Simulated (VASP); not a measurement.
# Ta in VASP: single point with r2SCAN

Aim: the single point of Ta with r2SCAN.

Everything below comes from runs of VASP 6.6.1. Logs are shortened: lines on timing, memory, paths and dates and some standing lists are left out, and cuts for length are marked.

## Step 1: The cell of the first run

The cell holds a slab with vacuum, 7 atoms: a = 3.305 Å, b = 3.305 Å, c = 24.914 Å, α = 90.00°, β = 90.00°, γ = 90.00°.

## Step 2: Single point, r2SCAN

POSCAR reads:

```
Ta
1.0
    3.3045733232      0.0000000000      0.0000000000
    0.0000000000      3.3045733232      0.0000000000
    0.0000000000      0.0000000000     24.9137199697
Ta
7
Direct
    0.5000000000      0.5000000000      0.3010389460
    0.0000000000      0.0000000000      0.3673592973
    0.5000000000      0.5000000000      0.4336796487
    0.0000000000      0.0000000000      0.5000000000
    0.5000000000      0.5000000000      0.5663203513
    0.0000000000      0.0000000000      0.6326407027
    0.5000000000      0.5000000000      0.6989610540
```

INCAR.step1 reads:

```
SYSTEM = Ta
ALGO = Normal ; DIPOL = 0.5 0.5 0.500
EDIFF = 1E-4 ; ENCUT = 520
GGA = PE ; IDIPOL = 3
ISMEAR = 0 ; LASPH = .True.
LCHARG = .False. ; LDIPOL = .True.
LREAL = .False. ; LWAVE = .True.
NBANDS = 48 ; NELM = 80
PREC = Accurate ; SIGMA = 0.1
```

INCAR.step2 reads:

```
SYSTEM = Ta
ALGO = Normal ; DIPOL = 0.5 0.5 0.500
EDIFF = 1E-6 ; ENCUT = 520
IDIPOL = 3 ; ISIF = 2
ISMEAR = 0 ; ISTART = 1
LASPH = .True. ; LCHARG = .True.
LDIPOL = .True. ; LELF = .True.
LMIXTAU = .True. ; LREAL = .False.
LVACPOTAV = .True. ; LVHAR = .True.
LWAVE = .False. ; METAGGA = R2SCAN
NBANDS = 48 ; NELM = 80
PREC = Accurate ; SIGMA = 0.1
```

KPOINTS reads:

```
k-points
0
Gamma
  11 11 1
  0 0 0
```

Potentials or basis: VASP PAW PBE potentials, release 64 (Ta_pv).

The run is started by

```bash
$ cat potpaw_PBE.64/Ta_pv/POTCAR > POTCAR
$ cp INCAR.step1 INCAR
$ mpirun -np 1 vasp_std > vasp.out
$ cp INCAR.step2 INCAR
$ mpirun -np 1 vasp_std > vasp.out
```

OUTCAR:

```text
SYSTEM = Ta
   EDIFF = 1E-6
   ENCUT = 520
   ISIF = 2
   ISMEAR = 0
   ISTART = 1
   LASPH = .True.
   LREAL = .False.
   METAGGA = R2SCAN
   NELM = 80
   PREC = Accurate

 ion  position               nearest neighbor table
   1  0.500  0.500  0.301-   2 2.86   2 2.86   2 2.86   2 2.86   3 3.30
   2  0.000  0.000  0.367-   1 2.86   1 2.86   1 2.86   1 2.86   3 2.86   3 2.86   3 2.86   3 2.86
                             4 3.30
   3  0.500  0.500  0.434-   4 2.86   4 2.86   4 2.86   4 2.86   2 2.86   2 2.86   2 2.86   2 2.86
                             5 3.30   1 3.30
   4  0.000  0.000  0.500-   3 2.86   5 2.86   3 2.86   5 2.86   3 2.86   5 2.86   3 2.86   5 2.86
                             2 3.30   6 3.30
   5  0.500  0.500  0.566-   4 2.86   4 2.86   4 2.86   4 2.86   6 2.86   6 2.86   6 2.86   6 2.86
                             3 3.30   7 3.30
   6  0.000  0.000  0.633-   7 2.86   7 2.86   7 2.86   7 2.86   5 2.86   5 2.86   5 2.86   5 2.86
                             4 3.30
   7  0.500  0.500  0.699-   6 2.86   6 2.86   6 2.86   6 2.86   5 3.30

  LATTYP: Found a simple tetragonal cell.
 ALAT       =     3.3045733232
 C/A-ratio  =     7.5391639201

  Lattice vectors:

 A1 = (   3.3045733232,   0.0000000000,   0.0000000000)
 A2 = (   0.0000000000,   3.3045733232,   0.0000000000)
 A3 = (   0.0000000000,   0.0000000000,  24.9137199697)

Analysis of symmetry for initial positions (statically):
=====================================================================
 Subroutine PRICEL returns:
 Original cell was already a primitive cell.

 Routine SETGRP: Setting up the symmetry group for a
 simple tetragonal supercell.

 Subroutine GETGRP returns: Found 16 space group operations
 (whereof 16 operations were pure point group operations)
 out of a pool of 16 trial point group operations.

The static configuration has the point symmetry D_4h.

Analysis of symmetry for dynamics (positions and initial velocities):
=====================================================================
 Subroutine PRICEL returns:
 Original cell was already a primitive cell.

 Routine SETGRP: Setting up the symmetry group for a
 simple tetragonal supercell.

 Subroutine GETGRP returns: Found 16 space group operations
 (whereof 16 operations were pure point group operations)
 out of a pool of 16 trial point group operations.

The dynamic configuration has the point symmetry D_4h.

 Subroutine INISYM returns: Found 16 space group operations
 (whereof 16 operations are pure point group operations),
 and found     1 'primitive' translations

----------------------------------------------------------------------------------------

                                     Primitive cell

  volume of cell :     272.0629

  direct lattice vectors                    reciprocal lattice vectors
     3.304573323  0.000000000  0.000000000     0.302610928  0.000000000  0.000000000
     0.000000000  3.304573323  0.000000000     0.000000000  0.302610928  0.000000000
     0.000000000  0.000000000 24.913719970     0.000000000  0.000000000  0.040138526

  length of vectors
     3.304573323  3.304573323 24.913719970     0.302610928  0.302610928  0.040138526

  position of ions in fractional coordinates (direct lattice)
     0.500000000  0.500000000  0.301038946
     0.000000000  0.000000000  0.367359297
     0.500000000  0.500000000  0.433679649
     0.000000000  0.000000000  0.500000000
     0.500000000  0.500000000  0.566320351
     0.000000000  0.000000000  0.632640703
     0.500000000  0.500000000  0.698961054

  ion indices of the primitive-cell ions
   primitive index   ion index
                 1           1
                 2           2
                 3           3
                 4           4
                 5           5
                 6           6
                 7           7

----------------------------------------------------------------------------------------

 KPOINTS: k-points

Automatic generation of k-mesh.
 Grid dimensions read from file:
 generate k-points for:   11   11    1

 Generating k-lattice:

  Cartesian coordinates                     Fractional coordinates (reciprocal lattice)
     0.027510084  0.000000000  0.000000000     0.090909091  0.000000000  0.000000000
     0.000000000  0.027510084  0.000000000     0.000000000  0.090909091  0.000000000
     0.000000000  0.000000000  0.040138526     0.000000000  0.000000000  1.000000000

  Length of vectors
     0.027510084  0.027510084  0.040138526

  Shift w.r.t. Gamma in fractional coordinates (k-lattice)
     0.000000000  0.000000000  0.000000000

 Subroutine IBZKPT returns following result:
 ===========================================

 Found     21 irreducible k-points:

 Following reciprocal coordinates:
            Coordinates               Weight
  0.000000  0.000000  0.000000      1.000000
  0.090909  0.000000  0.000000      4.000000
  0.181818  0.000000  0.000000      4.000000
  0.272727  0.000000  0.000000      4.000000
  0.363636  0.000000  0.000000      4.000000
  0.454545  0.000000  0.000000      4.000000
[... 13 lines left out ...]
  0.454545  0.363636  0.000000      8.000000
  0.454545  0.454545  0.000000      4.000000
   k-points           NKPTS =     21   k-points in BZ     NKDIM =     21   number of bands    NBANDS=     48
   number of dos      NEDOS =    301   number of ions     NIONS =      7
   total plane-waves  NPLWV = 150528
   dimension x,y,z NGX =    28 NGY =   28 NGZ =  192
   dimension x,y,z NGXF=    56 NGYF=   56 NGZF=  384
   ions per type =               7
   NGX,Y,Z   is equivalent  to a cutoff of  14.09, 14.09, 12.81 a.u.
   NGXF,Y,Z  is equivalent  to a cutoff of  28.17, 28.17, 25.62 a.u.
 SYSTEM =  Ta
   PREC   = accura    normal or accurate (medium, high low for compatibility)
   ISTART =      1    job   : 0-new  1-cont  2-samecut
   ICHARG =      0    charge: 1-file 2-atom 10-const
   ISPIN  =      1    spin polarized calculation?
   LNONCOLLINEAR =      F non collinear calculations
   LSORBIT =      F    spin-orbit coupling
   LASPH  =      T    aspherical Exc in radial PAW
   ENCUT  =  520.0 eV  38.22 Ry    6.18 a.u.   6.14  6.14 46.32*2*pi/ulx,y,z
   NELM   =     80;   NELMIN=  2; NELMDL=  0     # of ELM steps
   EDIFF  = 0.1E-05   stopping-criterion for ELM
   LREAL  =      F    real-space projection
   EDIFFG = 0.1E-04   stopping-criterion for IOM
   NSW    =      0    number of steps for IOM
   IBRION =     -1    ionic relax: 0-MD 1-quasi-New 2-CG
   NFREE  =      0    steps in history (QN), initial steepest desc. (CG)
   ISIF   =      2    stress and relaxation
   ISYM   =      2    0-nonsym 1-usesym 2-fastsym
   POTIM  = 0.5000    time-step for ionic-motion
   TEBEG  =    0.0;   TEEND  =   0.0 temperature during run
   PSTRESS=    0.0 pullay stress
   NELECT =      77.0000    total number of electrons
   NUPDOWN=      -1.0000    fix difference up-down
   EMIN   =  10.00;   EMAX   =-10.00  energy-range for DOS
   EFERMI =   0.00;   METHOD = LEGACY
   ISMEAR =     0;   SIGMA  =   0.10  broadening in eV -4-tet -1-fermi 0-gaus
   EFERMI_NEDOS =   21; number of points for ismear=-14 and -15
   IALGO  =     38    algorithm
   IMIX   =      4    mixing-type and parameters
     AMIX     =   0.40;   BMIX     =  1.00
     AMIX_MAG =   1.60;   BMIX_MAG =  1.00
  volume/ion in A,a.u.               =      38.87       262.28
  Fermi-wavevector in a.u.,A,eV,Ry     =   1.074852  2.031176 15.718900  1.155307
  Thomas-Fermi vector in A             =   2.210692
   LORBIT       =      0    0 simple, 1 ext, 2 COOP (PROOUT), +10 PAW based schemes
   METAGGA = R2SCAN    functional components
   LHFCALC =     F    Hartree Fock is set to
   AEXX    =    0.0000 exact exchange contribution
   IVDW    =     0    specifies the selected vdW correction
   LEPSILON=     F    determine dielectric tensor
   LRPA    =     F    only Hartree local field effects (RPA)
 non-spin polarized calculation
 Gauss-broadening in eV      SIGMA  =   0.10
  energy-cutoff  :      520.00
  volume of cell :      272.06
 maximum number of plane-waves:      7376
 NGX is ok and might be reduce to    28
   NGX = 13   NGY = 13   NGZ = 93

 dipolmoment           0.000000      0.000000     -0.000000 electrons x Angstroem

 number of electron      76.9999998 magnetization

 dipolmoment           0.000000      0.000000      0.000000 electrons x Angstroem

 Free energy of the ion-electron system (eV)
  ---------------------------------------------------
  ext. energy  EPLUGINS =         0.00000000
  ---------------------------------------------------
  free energy    TOTEN  =      -336.11903226 eV

  energy without entropy =     -336.08738476  energy(sigma->0) =     -336.10320851

 E-fermi :   0.5558     XC(G=0):  -7.3554

 val. band max:        0.5468199544   @ k =   0.2727   0.0000   0.0000
 cond. band min:       0.5604434122   @ k =   0.3636   0.0909   0.0000
 fundamental gap:      0.0136234578
 Fermi energy:         0.5557935108

 k-point     1 :       0.0000    0.0000    0.0000
  band No.  band energies     occupation
      1     -35.5653      2.00000
      2     -35.5651      2.00000
      3     -35.3649      2.00000
      4     -35.3649      2.00000
      5     -35.3648      2.00000
      6     -35.3648      2.00000
[... 40 lines left out ...]
     47       2.6731      0.00000
     48       2.8690      0.00000

 k-point     2 :       0.0909    0.0000    0.0000
  band No.  band energies     occupation
      1     -35.5672      2.00000
      2     -35.5669      2.00000
      3     -35.3854      2.00000
      4     -35.3853      2.00000
      5     -35.3603      2.00000
      6     -35.3602      2.00000
[... 40 lines left out ...]
     47       2.7764      0.00000
     48       3.0359      0.00000

 k-point     3 :       0.1818    0.0000    0.0000
  band No.  band energies     occupation
      1     -35.5731      2.00000
      2     -35.5727      2.00000
      3     -35.4389      2.00000
      4     -35.4387      2.00000
      5     -35.3480      2.00000
      6     -35.3480      2.00000
[... 907 lines left out ...]
     47       4.2410      0.00000
     48       4.7279      0.00000

 k-point    21 :       0.4545    0.4545    0.0000
  band No.  band energies     occupation
      1     -35.5890      2.00000
      2     -35.5884      2.00000
      3     -35.5878      2.00000
      4     -35.5871      2.00000
      5     -35.4945      2.00000
      6     -35.4943      2.00000
[... 40 lines left out ...]
     47       4.6741      0.00000
     48       4.9431      0.00000

------------------------ aborting loop because EDIFF is reached ----------------------------------------

  FORCE on cell =-STRESS in cart. coord.  units (eV):
  Direction    XX          YY          ZZ          XY          YZ          ZX
  --------------------------------------------------------------------------------------
  -------------------------------------------------------------------------------------
  Total       -6.8727468     -6.8727468     -4.6166835      0.0000000     -0.0000000      0.0000000
  in kB      -40.4735747    -40.4735747    -27.1876279      0.0000000     -0.0000000      0.0000000
  external PRESSURE =     -36.0449258 kB  Pullay stress =       0.0000000 kB

 VOLUME and BASIS-vectors are now :
 -----------------------------------------------------------------------------
  energy-cutoff  :      520.00
  volume of cell :      272.06
      direct lattice vectors                 reciprocal lattice vectors
     3.304573323  0.000000000  0.000000000     0.302610928  0.000000000  0.000000000
     0.000000000  3.304573323  0.000000000     0.000000000  0.302610928  0.000000000
     0.000000000  0.000000000 24.913719970     0.000000000  0.000000000  0.040138526

 POSITION                                       TOTAL-FORCE (eV/Angst)
 -----------------------------------------------------------------------------------
      1.65229      1.65229      7.50000         0.000000      0.000000      1.391449
      0.00000      0.00000      9.15229         0.000000      0.000000     -1.241275
      1.65229      1.65229     10.80457         0.000000     -0.000000     -0.301428
      0.00000      0.00000     12.45686         0.000000      0.000000     -0.000000
      1.65229      1.65229     14.10915        -0.000000      0.000000      0.301428
      0.00000      0.00000     15.76143        -0.000000     -0.000000      1.241275
      1.65229      1.65229     17.41372         0.000000     -0.000000     -1.391449
 -----------------------------------------------------------------------------------
    total drift:                                0.000000      0.000000      0.000000

  FREE ENERGIE OF THE ION-ELECTRON SYSTEM (eV)
  ---------------------------------------------------
  free  energy   TOTEN  =      -336.1190322649 eV

  energy  without entropy=     -336.0873847618  energy(sigma->0) =     -336.10320851

 vacuum level on the upper side and lower side of the slab         4.649         4.649
```

Wall time 18 min (1 thread of Intel Xeon 6975P-C (Granite Rapids), shared host); peak memory 0.5 GiB.

What came out:

```
Free energy            : -336.1190 eV
Largest force          : 1.391 eV/Å
Band gap on the k mesh : zero (an odd number of electrons rules out a gap without spin polarisation)
```

Forces on the atoms (eV/Å):
```
Ta   0.000  0.000  1.391
Ta   0.000  0.000 -1.241
Ta   0.000  0.000 -0.301
Ta   0.000  0.000  0.000
Ta   0.000  0.000  0.301
Ta   0.000  0.000  1.241
Ta   0.000  0.000 -1.391
```

Caveat: the PAW data sets were made with another functional, which shifts forces and pressure a little; spin-orbit coupling is left out, which moves the levels of the heavy elements.
